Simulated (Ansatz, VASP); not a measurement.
Two plane-wave programs on ScTa3F

```
Sc Ta F
1.0
     4.05830    0.00000    0.00000
     0.00000    4.05830    0.00000
     0.00000    0.00000    5.59946
Sc Ta F
1 3 1
Direct
  0.00000 0.00000 0.03638
  0.00000 0.50000 0.46357
  0.50000 0.00000 0.46357
  0.50000 0.50000 0.10481
  0.50000 0.50000 0.70426
```

Change from the starting cell: species swapped into the PrBPt3 type (P4mm, No. 99).

Alike in both runs: functional PBE; k mesh 4 × 4 × 4; occupations gaussian, width 0.1 eV; no spin polarisation.

Ansatz relaxed the structure, and its values are those at the end. VASP's run is a single point on that final structure, the one shown.

|  | VASP | Ansatz |
| --- | --- | --- |
| version | VASP 6.6.1 | Ansatz 0.2.0 |
| potentials or method | VASP PAW PBE potentials, release 64 (Sc_sv, Ta_pv, F), cutoff 520 eV | scalar-relativistic, plane waves, PAW |
| valence electrons in the cell | 51 | 57 |

```tsv
	VASP	Ansatz	Ansatz less VASP
gap on the k mesh at the Fermi level (eV)	none	none	-
pressure (GPa)	0.2	0.1	-0.03
rms of the force components (eV/Å)	0.006	0.004	-0.0024
```

A gap of «none» marks a metal or a gap that the smearing closes. VASP's potentials hold 51 valence electrons a cell and Ansatz's 57, so a difference there can come from the potentials and not from the codes.

The k mesh is coarse, so the values compare programs but aren't converged. Neither program's run includes spin-orbit coupling.
